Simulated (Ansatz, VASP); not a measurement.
# Two plane-wave programs on Sc

```xyz
1
Lattice="0.0000 2.2295 2.2295 2.2295 0.0000 2.2295 2.2295 2.2295 0.0000" Properties=species:S:1:pos:R:3 pbc="T T T"
Sc    0.0000    0.0000    0.0000
```

Alike in both runs: task single point; functional r2SCAN; k mesh 13 × 13 × 13; occupations fermi-dirac, width 0.1 eV; no spin polarisation.

|  | VASP | Ansatz |
| --- | --- | --- |
| version | VASP 6.6.1 | Ansatz 0.2.0 |
| potentials or method | VASP PAW PBE potentials, release 64 (Sc_sv), cutoff 520 eV | plane waves (500 eV) with PAW, scalar-relativistic |
| valence electrons in the cell | 11 | 11 |

Ansatz gave:

```
pressure (GPa) : 7.9
```

Problem. Estimate VASP's values.

Solution. Pressure (GPa): 8.3.

VASP's potentials were made for PBE, not for r2SCAN. With one functional, cell and mesh, what is left measures potentials, basis and numerics.
